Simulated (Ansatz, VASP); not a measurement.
One calculation of Co, two programs

File INCAR:

```
  PREC = Accurate
  ENCUT = 520
  EDIFF = 1E-6
  ISMEAR = 0
  SIGMA = 0.15
  LREAL = F
  LASPH = T
  NELM = 150
  ALGO = Normal
  ISIF = 2
  LWAVE = F
  LCHARG = F
  ISPIN = 2
  MAGMOM = 1.81 1.83 1.81 1.83
  LORBIT = 11
  LMAXMIX = 4
  GGA = PS
  NBANDS = 30
```

The input KPOINTS:

```
Automatic mesh
0
Gamma
  24 24 8
```

POSCAR

```
Co
1.0
    2.5918857761      0.0000000000      0.0000000000
   -1.2959428881      2.2446389258      0.0000000000
    0.0000000000      0.0000000000      7.1469880340
Co
4
Direct
    0.0000000000      0.0000000000      0.0000000000
    0.3333333333      0.6666666667      0.2500000000
    0.0000000000      0.0000000000      0.5000000000
    0.6666666667      0.3333333333      0.7500000000
```

Input for Ansatz:

```yaml
crystal:
  lattice:
    - [2.5918857761, 0.0, 0.0]
    - [-1.2959428881, 2.2446389258, 0.0]
    - [0.0, 0.0, 7.146988034]
  atoms:
    - { symbol: Co, position: [0.0, 0.0, 0.0], spin: 1.81 }
    - { symbol: Co, position: [0.3333333333, 0.6666666667, 0.25], spin: 1.83 }
    - { symbol: Co, position: [0.0, 0.0, 0.5], spin: 1.81 }
    - { symbol: Co, position: [0.6666666667, 0.3333333333, 0.75], spin: 1.83 }
basis:
  ecutwfc: 420
kpoints:
  mp_grid: { grid: [24, 24, 8] }
hamiltonian:
  xc: pbesol
scf:
  occupations: { method: gaussian, width: 0.15 }
output:
  forces: true
  stress: true
  eigenvalues: true
  populations: true
  write_density: true
  write_potential: true
  elf: true
  volumetric_format: npy
magnetization:
  spin_polarized: true
```

Alike in both runs: task single point; functional PBEsol; k mesh 24 × 24 × 8; occupations gaussian, width 0.15 eV; collinear spin.

```csv
,VASP,Ansatz
version,VASP 6.6.1,Ansatz 0.2.0
potentials or method,"VASP PAW PBE potentials, release 64 (Co), cutoff 520 eV","scalar-relativistic, plane waves, PAW"
valence electrons in the cell,36,68
```

Ansatz gave:

| Item | Value |
| --- | --- |
| gap on the k mesh at the Fermi level (eV) | none |
| pressure (GPa) | 6.7 |
| traceless stress, the component that is largest in VASP (GPa) | 30.36 |
| net moment per atom (μB) | 1.60 |
| size of the moment on the site where the two differ most (μB) | 1.66 |

**Question.** Estimate VASP's values.

**Answer.** gap on the k mesh at the Fermi level (eV): none; pressure (GPa): 5.6; traceless stress, the component that is largest in VASP (GPa): 29.45; net moment per atom (μB): 1.59; size of the moment on the site where the two differ most (μB): 1.60.

VASP's potentials were made for PBE, not for PBEsol. Site moments also hang on the region over which each program counts them. A gap of «none» marks a metal or a gap that the smearing closes. VASP's potentials hold 36 valence electrons a cell and Ansatz's 68, so a difference there can come from the potentials and not from the codes.
